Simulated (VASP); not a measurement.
# H20CO12 in VASP: single point with PBE+D3(BJ)

Aim: the single point of H20CO12 with PBE+D3(BJ).

Program: VASP 6.6.1. These are calculated values, not measurements. Logs are shortened: lines on timing, memory, paths and dates and some standing lists are left out, and cuts for length are marked.

## (1) The cell of the first run

The cell holds a disordered packing, 33 atoms: a = 7.384 Å, b = 7.384 Å, c = 7.384 Å, α = 90.00°, β = 90.00°, γ = 90.00°.

## (2) Single point, PBE+D3(BJ)

INCAR reads:

```
  PREC = Accurate
  ENCUT = 1000
  EDIFF = 1E-6
  ISMEAR = -1
  SIGMA = 0.05
  LREAL = Auto
  LASPH = T
  NELM = 120
  ALGO = Normal
  ISIF = 2
  LWAVE = F
  LCHARG = F
  GGA = PE
  IVDW = 12
  NBANDS = 70
  GGA_COMPAT = F
```

KPOINTS reads:

```
regular mesh
0
Gamma
  1 1 1
```

POSCAR reads:

```
H20CO12
1.0
    7.3839930000      0.0000000000      0.0000000000
    0.0000000000      7.3839930000      0.0000000000
    0.0000000000      0.0000000000      7.3839930000
O H C
12 20 1
Direct
    0.5857941631      0.2533453106      0.2578686085
    0.1064464714      0.1624866112      0.1971291143
    0.5676061719      0.7950170050      0.4315009508
    0.6996079222      0.5653716086      0.7023300266
    0.3716552819      1.0504614509      0.6062302605
    0.8074357600      0.7705586936      0.1675516215
    0.5533455950      0.2445289425      0.8810544647
    0.3103063613      0.4523839608      0.3947322269
    0.8760165401      0.0081933989      0.8966964080
    0.9979288984      0.9654667874      0.5384349633
    0.1156826665      0.4979555100      0.8666313741
    0.3537787753      0.6566230493      1.0080047476
    0.5550926172      0.1271398822      0.2555121599
    0.6112546423      0.2807153257      0.1328684900
    0.1530066456      0.2781963634      0.2244449582
    0.0682422099      0.1471561525      0.0734832766
    0.4659538545      0.7141393552      0.4114440520
    0.6480504518      0.7824086507      0.3263139605
    0.7493777418      0.4600627330      0.6366067790
    0.6575981315      0.6528716915      0.6119453255
    0.4469532948      0.9573275598      0.5380963931
    0.2513680606      1.0034679069      0.6096159625
    0.8318128146      0.8636519563      0.0778846892
    0.7500955107      0.6801875354      0.0885022507
    0.4874598337      0.1642200907      0.7891123407
    0.5856858207      0.3568123643      0.8123788850
    0.2710728464      0.4137869578      0.5160622444
    0.4082073209      0.3770317767      0.3454634911
    0.7649655139      0.0834643261      0.8792126428
    0.9346433562      0.0038055291      0.7804178579
    0.9918346347      1.0693130397      0.4620670686
    0.9506374126      0.8747299733      0.4596699916
    0.2337353245      0.5750547163      0.9381780292
```

Potentials or basis: VASP PAW PBE potentials, release 64 (O_h, H_h, C_h).

Command:

```
$ cat potpaw_PBE.64/O_h/POTCAR potpaw_PBE.64/H_h/POTCAR potpaw_PBE.64/C_h/POTCAR > POTCAR
$ mpirun -np 1 vasp_gam > vasp.out
```

OUTCAR:

```text
PREC = Accurate
   ENCUT = 1000
   EDIFF = 1E-6
   ISMEAR = -1
   LREAL = Auto
   LASPH = T
   NELM = 120
   ISIF = 2
   GGA = PE
   IVDW = 12
 IVDW          = 12

 ion  position               nearest neighbor table
   1  0.586  0.253  0.258-  13 0.96  14 0.96
   2  0.106  0.162  0.197-  15 0.94  16 0.96
   3  0.568  0.795  0.432-  17 0.97  18 0.98
   4  0.700  0.565  0.702-  20 0.98  19 0.99
   5  0.372  0.050  0.606-  22 0.95  21 1.02
   6  0.807  0.771  0.168-  23 0.97  24 0.98
   7  0.553  0.245  0.881-  26 1.00  25 1.02
   8  0.310  0.452  0.395-  28 0.98  27 0.98
   9  0.876  0.008  0.897-  30 0.96  29 1.00
  10  0.998  0.965  0.538-  31 0.95  32 0.95
  11  0.116  0.498  0.867-  33 1.17
  12  0.354  0.657  0.008-  33 1.19
  13  0.555  0.127  0.256-   1 0.96
  14  0.611  0.281  0.133-   1 0.96
  15  0.153  0.278  0.224-   2 0.94
  16  0.068  0.147  0.073-   2 0.96
[... 14 lines left out ...]
  31  0.992  0.069  0.462-  10 0.95
  32  0.951  0.875  0.460-  10 0.95
  33  0.234  0.575  0.938-  11 1.17  12 1.19

  LATTYP: Found a simple cubic cell.
 ALAT       =     7.3839930000

  Lattice vectors:

 A1 = (   7.3839930000,   0.0000000000,   0.0000000000)
 A2 = (   0.0000000000,   7.3839930000,   0.0000000000)
 A3 = (   0.0000000000,   0.0000000000,   7.3839930000)

Analysis of symmetry for initial positions (statically):
=====================================================================
 Subroutine PRICEL returns:
 Original cell was already a primitive cell.

 Routine SETGRP: Setting up the symmetry group for a
 simple cubic supercell.

 Subroutine GETGRP returns: Found  1 space group operations
 (whereof  1 operations were pure point group operations)
 out of a pool of 48 trial point group operations.

The static configuration has the point symmetry C_1 .

Analysis of symmetry for dynamics (positions and initial velocities):
=====================================================================
 Subroutine PRICEL returns:
 Original cell was already a primitive cell.

 Routine SETGRP: Setting up the symmetry group for a
 simple cubic supercell.

 Subroutine GETGRP returns: Found  1 space group operations
 (whereof  1 operations were pure point group operations)
 out of a pool of 48 trial point group operations.

The dynamic configuration has the point symmetry C_1 .

 Subroutine INISYM returns: Found  1 space group operations
 (whereof  1 operations are pure point group operations),
 and found     1 'primitive' translations

----------------------------------------------------------------------------------------

                                     Primitive cell

  volume of cell :     402.6001

  direct lattice vectors                    reciprocal lattice vectors
     7.383993000  0.000000000  0.000000000     0.135428081  0.000000000  0.000000000
     0.000000000  7.383993000  0.000000000     0.000000000  0.135428081  0.000000000
     0.000000000  0.000000000  7.383993000     0.000000000  0.000000000  0.135428081

  length of vectors
     7.383993000  7.383993000  7.383993000     0.135428081  0.135428081  0.135428081

  position of ions in fractional coordinates (direct lattice)
     0.585794163  0.253345311  0.257868608
     0.106446471  0.162486611  0.197129114
     0.567606172  0.795017005  0.431500951
     0.699607922  0.565371609  0.702330027
     0.371655282  0.050461451  0.606230260
     0.807435760  0.770558694  0.167551622
[... 25 lines left out ...]
     0.950637413  0.874729973  0.459669992
     0.233735325  0.575054716  0.938178029

  ion indices of the primitive-cell ions
   primitive index   ion index
                 1           1
                 2           2
                 3           3
                 4           4
                 5           5
                 6           6
[... 25 lines left out ...]
                32          32
                33          33

----------------------------------------------------------------------------------------

 KPOINTS: regular mesh

Automatic generation of k-mesh.
 Grid dimensions read from file:
 generate k-points for:    1    1    1

 Generating k-lattice:

  Cartesian coordinates                     Fractional coordinates (reciprocal lattice)
     0.135428081  0.000000000  0.000000000     1.000000000  0.000000000  0.000000000
     0.000000000  0.135428081  0.000000000     0.000000000  1.000000000  0.000000000
     0.000000000  0.000000000  0.135428081     0.000000000  0.000000000  1.000000000

  Length of vectors
     0.135428081  0.135428081  0.135428081

  Shift w.r.t. Gamma in fractional coordinates (k-lattice)
     0.000000000  0.000000000  0.000000000

 Subroutine IBZKPT returns following result:
 ===========================================

 Found      1 irreducible k-points:

 Following reciprocal coordinates:
            Coordinates               Weight
  0.000000  0.000000  0.000000      1.000000
   k-points           NKPTS =      1   k-points in BZ     NKDIM =      1   number of bands    NBANDS=     70
   number of dos      NEDOS =    301   number of ions     NIONS =     33
   total plane-waves  NPLWV = 512000
   dimension x,y,z NGX =    80 NGY =   80 NGZ =   80
   dimension x,y,z NGXF=   160 NGYF=  160 NGZF=  160
   ions per type =              12  20   1
   NGX,Y,Z   is equivalent  to a cutoff of  18.01, 18.01, 18.01 a.u.
   NGXF,Y,Z  is equivalent  to a cutoff of  36.02, 36.02, 36.02 a.u.
 SYSTEM =  unknown system
   PREC   = accura    normal or accurate (medium, high low for compatibility)
   ISTART =      0    job   : 0-new  1-cont  2-samecut
   ICHARG =      2    charge: 1-file 2-atom 10-const
   ISPIN  =      1    spin polarized calculation?
   LNONCOLLINEAR =      F non collinear calculations
   LSORBIT =      F    spin-orbit coupling
   LASPH  =      T    aspherical Exc in radial PAW
   ENCUT  = 1000.0 eV  73.50 Ry    8.57 a.u.  19.04 19.04 19.04*2*pi/ulx,y,z
   NELM   =    120;   NELMIN=  2; NELMDL= -5     # of ELM steps
   EDIFF  = 0.1E-05   stopping-criterion for ELM
   LREAL  =      T    real-space projection
   EDIFFG = 0.1E-04   stopping-criterion for IOM
   NSW    =      0    number of steps for IOM
   IBRION =     -1    ionic relax: 0-MD 1-quasi-New 2-CG
   NFREE  =      0    steps in history (QN), initial steepest desc. (CG)
   ISIF   =      2    stress and relaxation
   ISYM   =      2    0-nonsym 1-usesym 2-fastsym
   POTIM  = 0.5000    time-step for ionic-motion
   TEBEG  =    0.0;   TEEND  =   0.0 temperature during run
   PSTRESS=    0.0 pullay stress
   NELECT =      96.0000    total number of electrons
   NUPDOWN=      -1.0000    fix difference up-down
   EMIN   =  10.00;   EMAX   =-10.00  energy-range for DOS
   EFERMI =   0.00;   METHOD = LEGACY
   ISMEAR =    -1;   SIGMA  =   0.05  broadening in eV -4-tet -1-fermi 0-gaus
   EFERMI_NEDOS =   21; number of points for ismear=-14 and -15
   IALGO  =     38    algorithm
   IMIX   =      4    mixing-type and parameters
     AMIX     =   0.40;   BMIX     =  1.00
     AMIX_MAG =   1.60;   BMIX_MAG =  1.00
  volume/ion in A,a.u.               =      12.20        82.33
  Fermi-wavevector in a.u.,A,eV,Ry     =   1.015174  1.918401 14.021878  1.030579
  Thomas-Fermi vector in A             =   2.148445
   LORBIT       =      0    0 simple, 1 ext, 2 COOP (PROOUT), +10 PAW based schemes
   GGA     = PE    functional components
   LHFCALC =     F    Hartree Fock is set to
   AEXX    =    0.0000 exact exchange contribution
   IVDW    =    12    specifies the selected vdW correction
   LEPSILON=     F    determine dielectric tensor
   LRPA    =     F    only Hartree local field effects (RPA)
 non-spin polarized calculation
  energy-cutoff  :     1000.00
  volume of cell :      402.60
 maximum number of plane-waves:     14444
 NGX is ok and might be reduce to    80
   NGX = 39   NGY = 39   NGZ = 39

 number of electron      95.9999999 magnetization

 Free energy of the ion-electron system (eV)
  ---------------------------------------------------
  ext. energy  EPLUGINS =         0.00000000
  ---------------------------------------------------
  free energy    TOTEN  =      -169.65542533 eV

  energy without entropy =     -169.65542533  energy(sigma->0) =     -169.65542533

 E-fermi :  -2.4110     XC(G=0):  -6.3522

 val. band max:       -3.6218049231   @ k =   0.0000   0.0000   0.0000
 cond. band min:       0.8253812094   @ k =   0.0000   0.0000   0.0000
 fundamental gap:      4.4471861325
 Fermi energy:        -2.4109657050

 k-point     1 :       0.0000    0.0000    0.0000
  band No.  band energies     occupation
      1     -25.8127      2.00000
      2     -24.6989      2.00000
      3     -22.9100      2.00000
      4     -22.7789      2.00000
      5     -22.4036      2.00000
      6     -22.3782      2.00000
[... 52 lines left out ...]
     59       5.5830      0.00000
     60       5.7482      0.00000
 [bands above 60 left out]

------------------------ aborting loop because EDIFF is reached ----------------------------------------

 Edisp (eV)   -1.01024

 E8    (eV) :    -0.2093

  FORCE on cell =-STRESS in cart. coord.  units (eV):
  Direction    XX          YY          ZZ          XY          YZ          ZX
  --------------------------------------------------------------------------------------
  -------------------------------------------------------------------------------------
  Total      -1.07648     0.20229     0.06198     0.25100    -2.62990    -1.55950
  in kB      -4.28394     0.80503     0.24667     0.99888   -10.46589    -6.20616
  external pressure =       -1.08 kB  Pullay stress =        0.00 kB

 VOLUME and BASIS-vectors are now :
 -----------------------------------------------------------------------------
  energy-cutoff  :     1000.00
  volume of cell :      402.60
      direct lattice vectors                 reciprocal lattice vectors
     7.383993000  0.000000000  0.000000000     0.135428081  0.000000000  0.000000000
     0.000000000  7.383993000  0.000000000     0.000000000  0.135428081  0.000000000
     0.000000000  0.000000000  7.383993000     0.000000000  0.000000000  0.135428081

 POSITION                                       TOTAL-FORCE (eV/Angst)
 -----------------------------------------------------------------------------------
      4.32550      1.87070      1.90410         0.243810      0.527619      0.818646
      0.78600      1.19980      1.45560        -0.518384     -1.893625      0.713002
      4.19120      5.87040      3.18620        -0.428636      0.036870      0.861162
      5.16590      4.17470      5.18600         0.382907     -1.179602      0.357237
      2.74430      0.37261      4.47640         1.810938     -0.099299     -0.150911
      5.96210      5.68980      1.23720        -0.569402     -1.120455      0.067675
[... 25 lines left out ...]
      7.01950      6.45900      3.39420        -0.284781     -0.971410     -0.419121
      1.72590      4.24620      6.92750         1.551300      1.167823      0.839504
 -----------------------------------------------------------------------------------
    total drift:                               -0.003398      0.001098     -0.003119

  FREE ENERGIE OF THE ION-ELECTRON SYSTEM (eV)
  ---------------------------------------------------
  free  energy   TOTEN  =      -170.6656691083 eV

  energy  without entropy=     -170.6656691082  energy(sigma->0) =     -170.66566911
```

It took 3.2 min on 1 thread of AMD EPYC 7R43 (Zen 3), shared host; peak memory 0.85 GiB.

What came out:

```
Free energy                : -170.6657 eV
Pressure                   : -0.1 GPa
Largest force              : 2.115 eV/Å
Band gap on the k mesh     : 4.45 eV
Dispersion energy per atom : -0.031 eV
```

Forces on the atoms (eV/Å):
```
O    0.244  0.528  0.819
O   -0.518 -1.894  0.713
O   -0.429  0.037  0.861
O    0.383 -1.180  0.357
O    1.811 -0.099 -0.151
O   -0.569 -1.120  0.068
O   -0.035 -0.147 -1.360
O   -0.971  0.963  0.376
O   -0.850  0.753  0.959
O    0.244 -0.042  1.122
O   -0.124 -0.204 -0.099
O   -1.333 -0.944 -0.733
H   -0.254 -0.554  0.089
H   -0.112 -0.029 -0.768
H    0.561  1.527 -0.043
H   -0.228  0.332 -0.427
H   -0.321 -0.496 -0.259
H    0.489  0.185 -0.619
H   -0.182  0.944  0.038
H   -0.083  0.061 -0.411
H   -0.549  0.869  0.532
H   -1.055 -0.428 -0.132
H    0.441  0.871 -0.599
H    0.272  0.030  0.329
H    0.265  0.662  0.636
H   -0.289 -0.514  0.418
H    0.645 -0.219 -0.787
H    0.408 -0.629  0.408
H    0.511 -0.171  0.083
H    0.139 -0.352 -0.947
H    0.220  1.064 -0.894
H   -0.285 -0.971 -0.419
C    1.551  1.168  0.840
```

Stress tensor (GPa, compression positive):
```
-0.43  0.10 -0.62
 0.10  0.08 -1.05
-0.62 -1.05  0.02
```

Caveat: the k points lie up to 0.85 Å⁻¹ apart.
